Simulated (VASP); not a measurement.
# LiF (F-43m) in VASP: further runs

LiF is run at these levels: PBE, HSE06; tasks: single point.

Program: VASP 6.6.1. These are calculated values, not measurements. Logs are shortened: lines on timing, memory, paths and dates and some standing lists are left out, and cuts for length are marked.

## (1) The cell of the first run

Symmetry: F-43m, No. 216, cubic system. The conventional cell has a = 4.289 Å, b = 4.289 Å, c = 4.289 Å, α = 90.00°, β = 90.00°, γ = 90.00°. Within 2.5 Å of Li (site symmetry -43m) lie 4 F at 1.86 Å. Within 2.5 Å of F (site symmetry -43m) lie 4 Li at 1.86 Å.

## (2) Single point, PBE

Contents of INCAR:

```
PREC = Accurate
ENCUT = 520
EDIFF = 1E-7
ISMEAR = 0
SIGMA = 0.01
LREAL = F
LASPH = T
NELM = 80
ALGO = Normal
ISIF = 2
LWAVE = F
LCHARG = F
GGA = PE
NBANDS = 12
```

Contents of KPOINTS:

```
regular mesh
0
Gamma
  8 8 8
```

Contents of POSCAR:

```
LiF
1.0
    0.0000000000      2.1446105498      2.1446105498
    2.1446105498      0.0000000000      2.1446105498
    2.1446105498      2.1446105498      0.0000000000
Li F
1 1
Direct
    0.0000000000      0.0000000000      0.0000000000
    0.2500000000      0.2500000000      0.2500000000
```

Potentials or basis: VASP PAW PBE potentials, release 64 (Li_sv, F).

Command:

```
> cat potpaw_PBE.64/Li_sv/POTCAR potpaw_PBE.64/F/POTCAR > POTCAR
> mpirun -np 1 vasp_std > vasp.out
```

OUTCAR:

```text
PREC = Accurate
   ENCUT = 520
   EDIFF = 1E-7
   ISMEAR = 0
   LREAL = F
   LASPH = T
   NELM = 80
   ISIF = 2
   GGA = PE

 ion  position               nearest neighbor table
   1  0.000  0.000  0.000-   2 1.86   2 1.86   2 1.86   2 1.86
   2  0.250  0.250  0.250-   1 1.86   1 1.86   1 1.86   1 1.86

  LATTYP: Found a face centered cubic cell.
 ALAT       =     4.2892210996

  Lattice vectors:

 A1 = (   0.0000000000,   2.1446105498,   2.1446105498)
 A2 = (   2.1446105498,   0.0000000000,   2.1446105498)
 A3 = (   2.1446105498,   2.1446105498,   0.0000000000)

Analysis of symmetry for initial positions (statically):
=====================================================================
 Subroutine PRICEL returns:
 Original cell was already a primitive cell.

 Routine SETGRP: Setting up the symmetry group for a
 face centered cubic supercell.

 Subroutine GETGRP returns: Found 24 space group operations
 (whereof 24 operations were pure point group operations)
 out of a pool of 48 trial point group operations.

The static configuration has the point symmetry T_d .

Analysis of symmetry for dynamics (positions and initial velocities):
=====================================================================
 Subroutine PRICEL returns:
 Original cell was already a primitive cell.

 Routine SETGRP: Setting up the symmetry group for a
 face centered cubic supercell.

 Subroutine GETGRP returns: Found 24 space group operations
 (whereof 24 operations were pure point group operations)
 out of a pool of 48 trial point group operations.

The dynamic configuration has the point symmetry T_d .

 Subroutine INISYM returns: Found 24 space group operations
 (whereof 24 operations are pure point group operations),
 and found     1 'primitive' translations

----------------------------------------------------------------------------------------

                                     Primitive cell

  volume of cell :      19.7276

  direct lattice vectors                    reciprocal lattice vectors
     0.000000000  2.144610550  2.144610550    -0.233142563  0.233142563  0.233142563
     2.144610550  0.000000000  2.144610550     0.233142563 -0.233142563  0.233142563
     2.144610550  2.144610550  0.000000000     0.233142563  0.233142563 -0.233142563

  length of vectors
     3.032937326  3.032937326  3.032937326     0.403814764  0.403814764  0.403814764

  position of ions in fractional coordinates (direct lattice)
     0.000000000  0.000000000  0.000000000
[... 88 lines left out ...]
   PSTRESS=    0.0 pullay stress
   NELECT =      10.0000    total number of electrons
   NUPDOWN=      -1.0000    fix difference up-down
   EMIN   =  10.00;   EMAX   =-10.00  energy-range for DOS
   EFERMI =   0.00;   METHOD = LEGACY
   ISMEAR =     0;   SIGMA  =   0.01  broadening in eV -4-tet -1-fermi 0-gaus
   EFERMI_NEDOS =   21; number of points for ismear=-14 and -15
   IALGO  =     38    algorithm
   IMIX   =      4    mixing-type and parameters
     AMIX     =   0.40;   BMIX     =  1.00
     AMIX_MAG =   1.60;   BMIX_MAG =  1.00
  volume/ion in A,a.u.               =       9.86        66.56
  Fermi-wavevector in a.u.,A,eV,Ry     =   1.305318  2.466694 23.182363  1.703856
  Thomas-Fermi vector in A             =   2.436195
   LORBIT       =      0    0 simple, 1 ext, 2 COOP (PROOUT), +10 PAW based schemes
   GGA     = PE    functional components
   LHFCALC =     F    Hartree Fock is set to
   AEXX    =    0.0000 exact exchange contribution
   IVDW    =     0    specifies the selected vdW correction
   LEPSILON=     F    determine dielectric tensor
   LRPA    =     F    only Hartree local field effects (RPA)
 non-spin polarized calculation
 Gauss-broadening in eV      SIGMA  =   0.01
  energy-cutoff  :      520.00
  volume of cell :       19.73
 maximum number of plane-waves:       544
   NGX = 11   NGY = 11   NGZ = 11

 number of electron      10.0000000 magnetization

 number of electron       9.9999987 magnetization

 Free energy of the ion-electron system (eV)
  ---------------------------------------------------
  ext. energy  EPLUGINS =         0.00000000
  ---------------------------------------------------
  free energy    TOTEN  =        -9.61763180 eV

  energy without entropy =       -9.61763180  energy(sigma->0) =       -9.61763180

 E-fermi :  -2.4730     XC(G=0):  -8.8653

 val. band max:       -2.5292932267   @ k =   0.0000   0.0000   0.0000
 cond. band min:       5.3887400378   @ k =   0.0000   0.0000   0.0000
 fundamental gap:      7.9180332645
 Fermi energy:        -2.4730076157

 k-point     1 :       0.0000    0.0000    0.0000
  band No.  band energies     occupation
      1     -42.8661      2.00000
      2     -21.8695      2.00000
      3      -2.5293      2.00000
      4      -2.5293      2.00000
      5      -2.5293      2.00000
      6       5.3887      0.00000
      7      16.9641      0.00000
      8      16.9641      0.00000
      9      16.9641      0.00000
     10      25.6206      0.00000
     11      25.6206      0.00000
     12      25.6206      0.00000
[... 331 lines left out ...]
 k-point    24 :      -0.3750    0.2500    0.1250
  band No.  band energies     occupation
      1     -42.8215      2.00000
      2     -21.6559      2.00000
      3      -4.3097      2.00000
      4      -3.1716      2.00000
      5      -2.9852      2.00000
      6       9.7895      0.00000
      7      11.9831      0.00000
      8      16.1744      0.00000
      9      17.1958      0.00000
     10      20.7854      0.00000
     11      24.9068      0.00000
     12      28.0831      0.00000

 [... further k-points ...]

------------------------ aborting loop because EDIFF is reached ----------------------------------------

  FORCE on cell =-STRESS in cart. coord.  units (eV):
  Direction    XX          YY          ZZ          XY          YZ          ZX
  --------------------------------------------------------------------------------------
  -------------------------------------------------------------------------------------
  Total        0.3490836      0.3490836      0.3490836     -0.0000000     -0.0000000     -0.0000000
  in kB       28.3507625     28.3507625     28.3507625     -0.0000000     -0.0000000     -0.0000000
  external PRESSURE =      28.3507625 kB  Pullay stress =       0.0000000 kB

 VOLUME and BASIS-vectors are now :
 -----------------------------------------------------------------------------
  energy-cutoff  :      520.00
  volume of cell :       19.73
      direct lattice vectors                 reciprocal lattice vectors
     0.000000000  2.144610550  2.144610550    -0.233142563  0.233142563  0.233142563
     2.144610550  0.000000000  2.144610550     0.233142563 -0.233142563  0.233142563
     2.144610550  2.144610550  0.000000000     0.233142563  0.233142563 -0.233142563

 POSITION                                       TOTAL-FORCE (eV/Angst)
 -----------------------------------------------------------------------------------
      0.00000      0.00000      0.00000         0.000000      0.000000      0.000000
      1.07231      1.07231      1.07231        -0.000000     -0.000000     -0.000000
 -----------------------------------------------------------------------------------
    total drift:                               -0.000000     -0.000000     -0.000000

  FREE ENERGIE OF THE ION-ELECTRON SYSTEM (eV)
  ---------------------------------------------------
  free  energy   TOTEN  =        -9.6176317998 eV

  energy  without entropy=       -9.6176317998  energy(sigma->0) =       -9.61763180
```

OSZICAR:

```text
N       E                     dE             d eps       ncg     rms          rms(c)
DAV:   1     0.318237567223E+02    0.31824E+02   -0.50213E+03   712   0.808E+02
DAV:   2    -0.918053043507E+01   -0.41004E+02   -0.40112E+02   832   0.184E+02
DAV:   3    -0.103149720371E+02   -0.11344E+01   -0.11319E+01   896   0.270E+01
DAV:   4    -0.103287803325E+02   -0.13808E-01   -0.13807E-01   828   0.330E+00
DAV:   5    -0.103289487245E+02   -0.16839E-03   -0.16839E-03   940   0.295E-01    0.522E+00
DAV:   6    -0.958683417908E+01    0.74211E+00   -0.35144E+00   744   0.115E+01    0.162E+00
DAV:   7    -0.959823035421E+01   -0.11396E-01   -0.25283E-02   816   0.143E+00    0.101E+00
DAV:   8    -0.961731157625E+01   -0.19081E-01   -0.26904E-02   796   0.158E+00    0.185E-01
DAV:   9    -0.961723917287E+01    0.72403E-04   -0.13745E-03   868   0.306E-01    0.715E-02
DAV:  10    -0.961763826915E+01   -0.39910E-03   -0.67602E-04   788   0.186E-01    0.352E-02
DAV:  11    -0.961763056677E+01    0.77024E-05   -0.28699E-05   828   0.466E-02    0.814E-03
DAV:  12    -0.961763182544E+01   -0.12587E-05   -0.31941E-06   812   0.155E-02    0.186E-03
DAV:  13    -0.961763179984E+01    0.25592E-07   -0.17092E-07   860   0.327E-03
   1 F= -.96176318E+01 E0= -.96176318E+01  d E =-.575516E-18
```

Wall time 5 s (1 thread of Intel Xeon Platinum 8259CL at 2.50GHz (Skylake/Cascade Lake), shared host); peak memory 0.13 GiB.

What came out:

```yaml
Free_energy: -9.6176 eV
Band_gap_on_the_k_mesh: 7.92 eV
```

Caveat: the cutoff is under 1.25 times the usual one of these potentials, so pressure, stress and relaxed cells hold a basis-set (Pulay) error; the structure was generated, so it needn't be the stable form of LiF. A k mesh can miss the band edges.

## (3) Single point, HSE06

POSCAR is that of step 2.

Contents of INCAR.step1:

```
PREC     = Accurate       # precision mode
ENCUT    = 520            # plane-wave cutoff, eV
EDIFF    = 1E-5           # SCF threshold, eV
ISMEAR   = 0              # smearing method
SIGMA    = 0.01           # smearing width, eV
LREAL    = F              # projectors in reciprocal space
LASPH    = T              # aspherical terms in the spheres
NELM     = 60             # most SCF steps
ALGO     = Normal         # electronic algorithm
ISIF     = 2              # what is computed and relaxed
LWAVE    = T              # write WAVECAR
GGA      = PE             # functional
NBANDS   = 12             # bands
```

Contents of INCAR.step2:

```
PREC     = Accurate       # precision mode
ENCUT    = 520            # plane-wave cutoff, eV
EDIFF    = 1E-6           # SCF threshold, eV
ISMEAR   = 0              # smearing method
SIGMA    = 0.01           # smearing width, eV
LREAL    = F              # projectors in reciprocal space
LASPH    = T              # aspherical terms in the spheres
NELM     = 60             # most SCF steps
ALGO     = Normal         # electronic algorithm
ISIF     = 2              # what is computed and relaxed
LWAVE    = F              # write WAVECAR
LCHARG   = T              # write CHGCAR
GGA      = PE             # functional
LHFCALC  = T              # exact exchange
HFSCREEN = 0.2079         # screening, 1/A
PRECFOCK = Normal       
LELF     = T              # ELF
LVHAR    = T            
ISTART   = 1            
NBANDS   = 12             # bands
```

Contents of KPOINTS:

```
Automatic mesh
0
Gamma
  6 6 6
```

Potentials or basis: VASP PAW PBE potentials, release 64 (Li_sv, F).

Command:

```
> cat potpaw_PBE.64/Li_sv/POTCAR potpaw_PBE.64/F/POTCAR > POTCAR
> cp INCAR.step1 INCAR
> mpirun -np 1 vasp_std > vasp.out
> cp INCAR.step2 INCAR
> mpirun -np 1 vasp_std > vasp.out
```

Run time: 5.6 min. Hardware: 1 thread of Intel Xeon Platinum 8259CL at 2.50GHz (Skylake/Cascade Lake), shared host; peak memory 0.24 GiB.

Results (log left out):

```
Free energy            : -11.3570 eV
Band gap on the k mesh : 10.09 eV
```

Levels at points of the mesh, in eV from the valence-band top:
```csv
k point,band 2,band 3,band 4,band 5,band 6,band 7,band 8,band 9
"(0.00, 0.00, 0.00)",-20.90,0.00,0.00,0.00,10.09,21.99,21.99,21.99
"(0.50, 0.00, 0.00)",-20.71,-2.06,-0.28,-0.28,14.29,17.35,21.59,21.59
"(0.50, 0.50, 0.00)",-20.65,-1.49,-0.84,-0.84,12.79,18.37,22.16,22.16
```

Caveat: the k points lie up to 0.42 Å⁻¹ apart; the cutoff is under 1.25 times the usual one of these potentials, so pressure, stress and relaxed cells hold a basis-set (Pulay) error; the structure was generated, so it needn't be the stable form of LiF; the PAW data sets were made with another functional, which shifts forces and pressure a little.

## (4) Single point, HSE06

POSCAR is that of step 3.

Contents of INCAR.step1:

```
SYSTEM = LiF
ALGO = Normal
EDIFF = 1E-5
ENCUT = 520
GGA = PE
ISIF = 2
ISMEAR = 0
LASPH = .TRUE.
LREAL = .FALSE.
LWAVE = .TRUE.
NBANDS = 12
NELM = 80
PREC = Accurate
SIGMA = 0.01
```

Contents of INCAR.step2:

```
SYSTEM = LiF
ALGO = Normal
EDIFF = 1E-7
ENCUT = 520
GGA = PE
HFSCREEN = 0.2079
ISIF = 2
ISMEAR = 0
ISTART = 1
LASPH = .TRUE.
LCHARG = .TRUE.
LELF = .TRUE.
LHFCALC = .TRUE.
LREAL = .FALSE.
LVHAR = .TRUE.
LWAVE = .FALSE.
NBANDS = 12
NELM = 80
PREC = Accurate
PRECFOCK = Normal
SIGMA = 0.01
```

Contents of KPOINTS:

```
k-points
0
G
  6 6 6
  0 0 0
```

Command:

```
> cat potpaw_PBE.64/Li_sv/POTCAR potpaw_PBE.64/F/POTCAR > POTCAR
> cp INCAR.step1 INCAR
> mpirun -np 1 vasp_std > vasp.out
> cp INCAR.step2 INCAR
> mpirun -np 1 vasp_std > vasp.out
```

It took 8.6 min on 1 thread of Intel Xeon Platinum 8259CL at 2.50GHz (Skylake/Cascade Lake), shared host; peak memory 0.23 GiB.

Results (log left out):

| Item | Value |
| --- | --- |
| Free energy | -11.3570 eV |
| Band gap on the k mesh | 10.09 eV |

Levels at points of the mesh, in eV from the valence-band top:
| k point | band 1 | band 2 | band 3 | band 4 | band 5 | band 6 | band 7 | band 8 | band 9 | band 10 |
| --- | --- | --- | --- | --- | --- | --- | --- | --- | --- | --- |
| (0.00, 0.00, 0.00) | -42.36 | -20.90 | 0.00 | 0.00 | 0.00 | 10.09 | 21.99 | 21.99 | 21.99 | 30.59 |
| (0.50, 0.00, 0.00) | -42.32 | -20.71 | -2.06 | -0.28 | -0.28 | 14.29 | 17.35 | 21.59 | 21.59 | 28.83 |
| (0.50, 0.50, 0.00) | -42.31 | -20.65 | -1.49 | -0.84 | -0.84 | 12.79 | 18.37 | 22.16 | 22.16 | 24.34 |

Caveat: the k points lie up to 0.42 Å⁻¹ apart; the cutoff is under 1.25 times the usual one of these potentials, so pressure, stress and relaxed cells hold a basis-set (Pulay) error; the structure was generated, so it needn't be the stable form of LiF; the PAW data sets were made with another functional, which shifts forces and pressure a little.
